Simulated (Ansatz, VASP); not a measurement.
## One calculation of CsI, two programs

File INCAR:

```
PREC = Accurate
ENCUT = 500
EDIFF = 1E-6
ISMEAR = -1
SIGMA = 0.01
LREAL = F
LASPH = T
NELM = 120
ALGO = Normal
ISIF = 2
LWAVE = F
LCHARG = F
GGA = PE
NBANDS = 15
GGA_COMPAT = F
```

KPOINTS

```
regular mesh
0
Gamma
  7 7 7
```

File POSCAR:

```
CsI
1.0
    4.4742689116      0.0000000000      0.0000000000
    0.0000000000      4.4742689116      0.0000000000
    0.0000000000      0.0000000000      4.4742689116
Cs I
1 1
Direct
    0.0000000000      0.0000000000      0.0000000000
    0.5000000000      0.5000000000      0.5000000000
```

Input for Ansatz:

```yaml
crystal:
  lattice:
    - [4.4742689116, 0.0, 0.0]
    - [0.0, 4.4742689116, 0.0]
    - [0.0, 0.0, 4.4742689116]
  atoms:
    - { symbol: Cs, position: [0.0, 0.0, 0.0] }
    - { symbol: I, position: [0.5, 0.5, 0.5] }
kpoints:
  mp_grid: { grid: [7, 7, 7] }
scf:
  occupations: { method: fermi_dirac, width: 0.01 }
hamiltonian:
  xc: pbe
  pseudopotentials: { kind: all_electron, lapw: { basis_error: 0.00025 } }
output:
  forces: true
  stress: true
  eigenvalues: true
```

Change from the starting cell: volume scaled by 0.9405.

Alike in both runs: task single point; functional PBE; k mesh 7 × 7 × 7; occupations fermi-dirac, width 0.01 eV; no spin polarisation.

|  | VASP | Ansatz |
| --- | --- | --- |
| version | VASP 6.6.1 | Ansatz 0.2.0 |
| potentials or method | VASP PAW PBE potentials, release 64 (Cs_sv, I), cutoff 500 eV | all-electron LAPW, scalar-relativistic |

```tsv
	VASP	Ansatz	Ansatz less VASP
gap on the k mesh at the Fermi level (eV)	4.11	4.13	+0.017
pressure (GPa)	1.8	1.7	-0.06
```

Ansatz ran all-electron here, and VASP with PAW potentials.

Neither program's run includes spin-orbit coupling.
